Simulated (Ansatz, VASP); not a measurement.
## BAs in VASP and in Ansatz

```xyz
2
Lattice="0.0000 2.4077 2.3715 2.4077 0.0000 2.3715 2.4077 2.4077 0.0000" Properties=species:S:1:pos:R:3 pbc="T T T"
B     0.0000    0.0000    0.0000
As    1.2039    1.2039    1.1857
```

Alike in both runs: task single point; functional PBEsol; k mesh 8 × 8 × 8; no spin polarisation.

```csv
,VASP,Ansatz
version,VASP 6.6.1,Ansatz 0.2.0
potentials or method,"VASP PAW PBE potentials, release 64 (B, As), cutoff 500 eV","scalar-relativistic, all-electron LAPW"
occupations,"gaussian, width 0.01 eV",fixed
```

```csv
,VASP,Ansatz,Ansatz less VASP
gap on the k mesh at the Fermi level (eV),0.87,0.89,+0.011
least direct gap on the mesh (eV),3.07,3.08,+0.006
```

VASP's potentials were made for PBE, not for PBEsol. Ansatz ran all-electron here, and VASP with PAW potentials.
